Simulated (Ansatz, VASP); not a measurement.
## Two plane-wave programs on BeS

Contents of INCAR:

```
PREC = Accurate ; ENCUT = 520
EDIFF = 1E-6 ; ISMEAR = 0
SIGMA = 0.05 ; LREAL = False
LASPH = True ; NELM = 100
ALGO = Normal ; ISIF = 2
LWAVE = False ; LCHARG = False
GGA = PS ; NBANDS = 11
```

The input KPOINTS:

```
regular mesh
0
Gamma
  10 10 10
```

The input POSCAR:

```
BeS
1.0
    0.0000000000      2.4410903990      2.2895239157
    2.2895239157      0.0000000000      2.2895239157
    2.2895239157      2.4410903990      0.0000000000
Be S
1 1
Direct
    0.0000000000      0.0000000000      0.0000000000
    0.7500000000      0.7500000000      0.7500000000
```

Input for Ansatz:

```yaml
crystal:
  lattice:
    - [0.0, 2.441090399, 2.2895239157]
    - [2.2895239157, 0.0, 2.2895239157]
    - [2.2895239157, 2.441090399, 0.0]
  atoms:
    - { symbol: Be, position: [0.0, 0.0, 0.0] }
    - { symbol: S, position: [0.75, 0.75, 0.75] }
basis:
  ecutwfc: 520.0
kpoints:
  mp_grid: { grid: [10, 10, 10] }
hamiltonian:
  xc: pbesol
scf:
  occupations: { method: gaussian, width: 0.05 }
output:
  forces: true
  stress: true
  eigenvalues: true
```

Alike in both runs: task single point; functional PBEsol; k mesh 10 × 10 × 10; occupations gaussian, width 0.05 eV; no spin polarisation.

|  | VASP | Ansatz |
| --- | --- | --- |
| version | VASP 6.6.1 | Ansatz 0.2.0 |
| potentials or method | VASP PAW PBE potentials, release 64 (Be, S), cutoff 520 eV | scalar-relativistic, plane waves, PAW |
| valence electrons in the cell | 8 | 8 |

|  | VASP | Ansatz | Ansatz less VASP |
| --- | --- | --- | --- |
| gap on the k mesh at the Fermi level (eV) | 2.34 | 2.33 | -0.004 |
| least direct gap on the mesh (eV) | 5.40 | 5.37 | -0.032 |
| pressure (GPa) | 12.0 | 11.8 | -0.19 |
| traceless stress, the component that is largest in VASP (GPa) | -4.82 | -4.85 | -0.027 |

VASP's potentials were made for PBE, not for PBEsol.
